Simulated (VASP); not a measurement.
A run of VASP 6.6.1 is set up as follows.

INCAR

```
SYSTEM = Sb
PREC = Accurate
ENCUT = 520
EDIFF = 1E-7
ISMEAR = -1
SIGMA = 0.05
LREAL = .False.
LASPH = .True.
NELM = 60
ALGO = Normal
ISIF = 2
LWAVE = .False.
LCHARG = .False.
GGA = RP
IVDW = 12
NBANDS = 8
```

The input KPOINTS:

```
regular mesh
0
Gamma
  10 10 10
  0 0 0
```

POSCAR

```
Sb
1.0
    0.0000000000      2.1524444061      2.1524444061
    2.1524444061      0.0000000000      2.1524444061
    2.1524444061      2.1524444061      0.0000000000
Sb
1
Direct
    0.0000000000      0.0000000000      0.0000000000
```

Potentials or basis: VASP PAW PBE potentials, release 64 (Sb).

Run with:

```sh
$ cat potpaw_PBE.64/Sb/POTCAR > POTCAR
$ mpirun -np 1 vasp_std > vasp.out
```

Estimate the dispersion energy per atom.

-3.850 eV.

What does it give for the pressure?

-0.1 GPa.

Caveat: the PAW data sets were made with another functional, which shifts forces and pressure a little; pairwise dispersion overbinds metals, which lowers pressure and volume.
